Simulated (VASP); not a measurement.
Write the native input for VASP 6.6.1 that does the following.

```
Task                   : single point
Functional             : r2SCAN
Potentials or basis    : VASP PAW PBE potentials, release 64 (Ir)
Cutoff                 : 520 eV
k mesh                 : 24 × 24 × 24
Occupations            : gaussian, width 0.15 eV
Spin                   : no spin polarisation
Dipole correction      : no
Further INCAR settings : ALGO = Normal; EDIFF = 1e-07; NBANDS = 10
```

Crystal: Ir.

```
CELL_PARAMETERS angstrom
0.00000 1.88873 1.98317
1.88873 0.00000 1.98317
1.88873 1.88873 0.00000
ATOMIC_POSITIONS crystal
Ir 0.00000 0.00000 0.00000
```

This cell differs from its parent crystal: ratio of the length along z to the lengths across it x 1.05, volume and fractional coordinates fixed.

One way to write it, as run:

POSCAR

```
Ir
1.0
    0.0000000000      1.8887316814      1.9831682655
    1.8887316814      0.0000000000      1.9831682655
    1.8887316814      1.8887316814      0.0000000000
Ir
1
Direct
    0.0000000000      0.0000000000      0.0000000000
```

INCAR.step1

```
PREC = Accurate
ENCUT = 520
ISMEAR = 0
SIGMA = 0.15
LREAL = False
LASPH = True
NELM = 60
NBANDS = 10
GGA = PE
ALGO = Normal
EDIFF = 1E-4
LWAVE = True
LCHARG = False
```

INCAR.step2

```
PREC = Accurate
ENCUT = 520
EDIFF = 1E-7
ISMEAR = 0
SIGMA = 0.15
LREAL = False
LASPH = True
NELM = 60
ALGO = Normal
ISIF = 2
LWAVE = False
LCHARG = True
METAGGA = R2SCAN
LMIXTAU = True
LELF = True
LVHAR = True
NBANDS = 10
ISTART = 1
```

KPOINTS

```
Automatic mesh
0
Gamma
  24 24 24
```

Potentials or basis: VASP PAW PBE potentials, release 64 (Ir).

Launch:

```sh
$ cat potpaw_PBE.64/Ir/POTCAR > POTCAR
$ cp INCAR.step1 INCAR
$ mpirun -np 1 vasp_std > vasp.out
$ cp INCAR.step2 INCAR
$ mpirun -np 1 vasp_std > vasp.out
```

Results of the run:

```json
{
 "Pressure": "4.6 GPa"
}
```

Caveat: the PAW data sets were made with another functional, which shifts forces and pressure a little.

Run time: 3.3 min on 1 thread of Intel(R) Xeon(R) 6975P-C (Granite Rapids), on a shared host, peak memory 0.26 GiB.
